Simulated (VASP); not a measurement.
Runs of VASP 6.6.1 on MgO. The structure is that of space group P6_3/mmc (No. 194), or close to it. The cells are those of the table. 

```tsv
task	cell	k mesh	cutoff (eV)	smearing	gap on the mesh (eV)	pressure (GPa)	largest force (eV/Å)
single point	a = 2.982, b = 2.982, c = 10.078 Å, angles 90.0, 90.0, 120.0°, 8 atoms	12 × 12 × 4	520	gaussian 0.02 eV	4.15	-0.7	-
single point	a = 2.982, b = 2.982, c = 10.079 Å, angles 90.0, 90.0, 120.0°, 8 atoms	6 × 6 × 2	520	gaussian 0.1 eV	4.15	-0.7	-
single point	a = 2.714, b = 2.714, c = 10.401 Å, angles 90.0, 90.0, 120.0°, 8 atoms	6 × 6 × 2	520	gaussian 0.1 eV	4.61	(a)	0.27
relaxation of cell and atoms	relaxed from a = 2.714, b = 2.714, c = 10.401 Å, angles 90.0, 90.0, 120.0°, 8 atoms	6 × 6 × 2	600	gaussian 0.1 eV	4.18	-0.2	0.02
```

Alike in all rows: level PBE; potentials or basis VASP PAW PBE potentials, release 64 (Mg, O); no spin polarisation.

Estimate the missing entries.

(a) 30.8.

Caveats: some runs use coarse meshes.

A k mesh can miss the band edges.
